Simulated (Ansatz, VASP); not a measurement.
# Two plane-wave programs on Si

```
CELL_PARAMETERS angstrom
0.00000 2.70097 2.70097
2.70097 0.00000 2.70097
2.70097 2.70097 0.00000
ATOMIC_POSITIONS crystal
Si 0.75000 0.75000 0.75000
Si 0.50000 0.50000 0.50000
```

Alike in both runs: functional LDA; k mesh 12 × 12 × 12; occupations gaussian, width 0.02 eV; no spin polarisation.

Ansatz relaxed the structure, and its values are those at the end. VASP's run is a single point on that final structure, the one shown.

|  | VASP | Ansatz |
| --- | --- | --- |
| version | VASP 6.6.1 | Ansatz 0.2.0 |
| potentials or method | VASP PAW LDA potentials, release 64 (Si), cutoff 520 eV | scalar-relativistic, plane waves, PAW |
| valence electrons in the cell | 8 | 8 |

```csv
,VASP,Ansatz,Ansatz less VASP
gap on the k mesh at the Fermi level (eV),0.44,0.44,+0.002
least direct gap on the mesh (eV),2.53,2.53,+0.002
pressure (GPa),0.0,0.0,-0.04
```

LDA's correlation is that of Perdew and Zunger in VASP and of Perdew and Wang (1992) in Ansatz.
